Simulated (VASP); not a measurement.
**AlN: single point with r2SCAN**

AlN:

```
Al N
1.0
     0.00000    2.18488    2.18488
     2.18488    0.00000    2.18488
     2.18488    2.18488    0.00000
Al N
1 1
Cartesian
  0.0000 0.0000 0.0000
  3.2773 3.2773 3.2773
```

```json
{
  "Program": "VASP 6.6.1",
  "Task": "single point",
  "Functional": "r2SCAN",
  "Potentials or basis": "VASP PAW PBE potentials, release 64 (Al, N)",
  "Cutoff": "520 eV",
  "k mesh": "8 × 8 × 8",
  "Occupations": "gaussian, width 0.01 eV",
  "Spin": "no spin polarisation"
}
```

```
Pressure               : -0.4 GPa
Band gap on the k mesh : 3.93 eV, indirect (least direct gap 4.88 eV)
```

Levels at points of the mesh, in eV from the valence-band top:
```
           k point  band 2  band 3  band 4  band 5  band 6  band 7
(0.00, 0.00, 0.00)    0.00    0.00    0.00    4.88   13.51   13.51
(0.50, 0.00, 0.00)   -5.89   -0.49   -0.49    8.20   10.82   11.94
(0.50, 0.50, 0.00)   -4.95   -1.81   -1.81    3.93    9.47   15.18
```

It took 73 s on 1 thread of AMD EPYC 7R13, with other jobs on the host, peak memory 0.11 GiB.

Caveat: the PAW data sets were made with another functional, which shifts forces and pressure a little. A k mesh can miss the band edges.
